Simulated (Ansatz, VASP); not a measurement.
## Ti2O: VASP beside Ansatz

The input POSCAR:

```
Ti2O
1.0
    2.9432780955      0.0201131738     -0.0466091727
   -1.4542205283      2.5333845928      0.0388784197
   -0.0752446324      0.0290314697      4.7072549871
Ti O
2 1
Direct
    0.6755482196      0.3348340732      0.2828520726
    0.3249469338      0.6615028209      0.7101950052
    0.0014606901     -0.0158981989     -0.0027680215
```

File INCAR.step1:

```
PREC     = Accurate       # precision mode
ENCUT    = 660            # plane-wave cutoff, eV
ISMEAR   = 0              # smearing method
SIGMA    = 0.1            # smearing width, eV
LREAL    = F              # projectors in reciprocal space
LASPH    = T              # aspherical terms in the spheres
NELM     = 120            # most SCF steps
NBANDS   = 22             # bands
GGA      = PE             # functional
ALGO     = Normal         # electronic algorithm
EDIFF    = 1E-5           # SCF threshold, eV
LWAVE    = T              # write WAVECAR
LCHARG   = F              # write CHGCAR
GGA_COMPAT= F
```

INCAR.step2

```
PREC     = Accurate       # precision mode
ENCUT    = 660            # plane-wave cutoff, eV
EDIFF    = 1E-6           # SCF threshold, eV
ISMEAR   = 0              # smearing method
SIGMA    = 0.1            # smearing width, eV
LREAL    = F              # projectors in reciprocal space
LASPH    = T              # aspherical terms in the spheres
NELM     = 120            # most SCF steps
ALGO     = Normal         # electronic algorithm
ISIF     = 2              # what is computed and relaxed
LWAVE    = F              # write WAVECAR
LCHARG   = F              # write CHGCAR
METAGGA  = R2SCAN         # meta-GGA
LMIXTAU  = T            
NBANDS   = 22             # bands
ISTART   = 1            
GGA_COMPAT= F
```

Contents of KPOINTS:

```
Automatic mesh
0
Gamma
  1 1 1
```

Input for Ansatz:

```yaml
crystal:
  lattice:
    - [2.9432780955, 0.0201131738, -0.0466091727]
    - [-1.4542205283, 2.5333845928, 0.0388784197]
    - [-0.0752446324, 0.0290314697, 4.7072549871]
  atoms:
    - { symbol: Ti, position: [0.6755482196, 0.3348340732, 0.2828520726] }
    - { symbol: Ti, position: [0.3249469338, 0.6615028209, 0.7101950052] }
    - { symbol: O, position: [0.0014606901, -0.0158981989, -0.0027680215] }
basis:
  ecutwfc: 500
kpoints:
  mp_grid: { grid: [1, 1, 1] }
hamiltonian:
  xc: r2scan
scf:
  occupations: { method: gaussian, width: 0.1 }
output:
  forces: true
  stress: true
  eigenvalues: true
```

Change from the starting cell: kmesh displaced: [1, 1, 1] Gamma-centred.

Alike in both runs: task single point; functional r2SCAN; k mesh 1 × 1 × 1; occupations gaussian, width 0.1 eV; no spin polarisation.

|  | VASP | Ansatz |
| --- | --- | --- |
| version | VASP 6.6.1 | Ansatz 0.2.0 |
| potentials or method | VASP PAW PBE potentials, release 64 (Ti_sv, O), cutoff 660 eV | scalar-relativistic, plane waves, PAW |
| valence electrons in the cell | 30 | 30 |

VASP gave:

| Quantity | Value |
| --- | --- |
| gap on the k mesh at the Fermi level (eV) | 0.11 |
| least direct gap on the mesh (eV) | 0.11 |
| rms of the force components (eV/Å) | 1.181 |

Question: Which values does Ansatz return?

Answer: gap on the k mesh at the Fermi level (eV): 0.11; least direct gap on the mesh (eV): 0.11; rms of the force components (eV/Å): 1.211.

VASP's potentials were made for PBE, not for r2SCAN. Atom by atom the forces differ by 0.096 eV/Å (rms over components). The functional is the same, so the differences come from potentials, cutoffs and numerics.

The k mesh is coarse, so the values compare programs but aren't converged.
